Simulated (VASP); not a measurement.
Runs of VASP 6.6.1 on HfBiO. The structure is that of space group P4/mmm (No. 123), or close to it. The cells are those of the table. 

| task | cell | k mesh | cutoff (eV) | gap on the mesh (eV) | pressure (GPa) | relaxed volume (Å³/atom) |
| --- | --- | --- | --- | --- | --- | --- |
| single point | a = 3.128, b = 3.128, c = 6.097 Å, 3 atoms | 14 × 14 × 8 | 520 | none | -1.0 | - |
| relaxation of cell and atoms | relaxed from a = 3.106, b = 3.106, c = 6.269 Å, 3 atoms | 14 × 14 × 8 | 600 | none | 0.0 | 19.71 |
| single point | a = 3.152, b = 3.152, c = 5.991 Å, 3 atoms | 4 × 4 × 4 | 520 | none | -1.0 | - |
| relaxation of cell and atoms | relaxed from a = 3.780, b = 3.780, c = 3.850 Å, 3 atoms | 4 × 4 × 4 | 600 | none | 0.2 | (a) |
| single point | a = 3.106, b = 3.106, c = 6.269 Å, 3 atoms | 6 × 6 × 4 | 520 | none | -0.9 | - |
| relaxation of cell and atoms | relaxed from a = 3.152, b = 3.152, c = 5.991 Å, 3 atoms | 6 × 6 × 4 | 600 | none | 0.0 | 20.02 |

Alike in all rows: level PBE; potentials or basis VASP PAW PBE potentials, release 64 (Hf_pv, Bi_d, O); no spin polarisation; smearing gaussian 0.1 eV.

**Question.** Fill in the values left out.

**Answer.** (a) 19.09.

Caveats: some runs use coarse meshes; spin-orbit coupling is left out, which moves the levels of the heavy elements; an odd number of electrons without spin polarisation forces a metal; a magnetic or distorted state may lie lower.

A k mesh can miss the band edges, and the runs leave out spin-orbit coupling on Bi, Hf.

A gap of «none» marks levels without a gap at the run's occupations.
